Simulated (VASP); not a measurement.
Wanted: the native input for a VASP 6.6.1 run.

```yaml
Task: single point
Functional: PBE
Potentials_or_basis: VASP PAW PBE potentials, release 64 (Rh_pv)
Cutoff: 520 eV
k_mesh: 22 × 22 × 22
Occupations: gaussian, width 0.15 eV
Spin: collinear spin
Starting_moments: "[0.125] μB"
Fixed_moment: 0.125 μB
Dipole_correction: no
Further_INCAR_settings: ALGO = Normal; EDIFF = 1e-06; NBANDS = 18
```

The structure of Rh lies in POSCAR:

```
Rh
1.0
    0.0000000000      1.9525935247      1.9525935247
    1.9525935247      0.0000000000      1.9525935247
    1.9525935247      1.9525935247      0.0000000000
Rh
1
Direct
    0.0000000000      0.0000000000      0.0000000000
```

The input as run:

INCAR

```
PREC = Accurate ; ENCUT = 520
EDIFF = 1E-6 ; ISMEAR = 0
SIGMA = 0.15 ; LREAL = F
LASPH = T ; NELM = 150
ALGO = Normal ; ISIF = 2
LWAVE = F ; LCHARG = T
ISPIN = 2 ; MAGMOM = 0.125
LORBIT = 11 ; NUPDOWN = 0.125
LMAXMIX = 4 ; GGA = PE
LELF = T ; LVHAR = T
NBANDS = 18
```

KPOINTS

```
Automatic mesh
0
Gamma
  22 22 22
```

Potentials or basis: VASP PAW PBE potentials, release 64 (Rh_pv).

The run is started by

```sh
$ cat potpaw_PBE.64/Rh_pv/POTCAR > POTCAR
$ mpirun -np 1 vasp_std > vasp.out
```

Results of the run:

The pressure is -12.7 GPa and the net moment is 0.12 μB per cell. The site moments are Rh +0.12 μB and the valence electrons inside the program's atomic spheres are Rh 13.65.

Caveat: the cell stands under tension; the total moment is fixed, so each spin has its own Fermi level and the state may be an excited one.

Run time: 94 s on 1 thread of AMD EPYC 9R45 96-Core Processor (Zen 5) (shared host), peak memory 0.22 GiB.
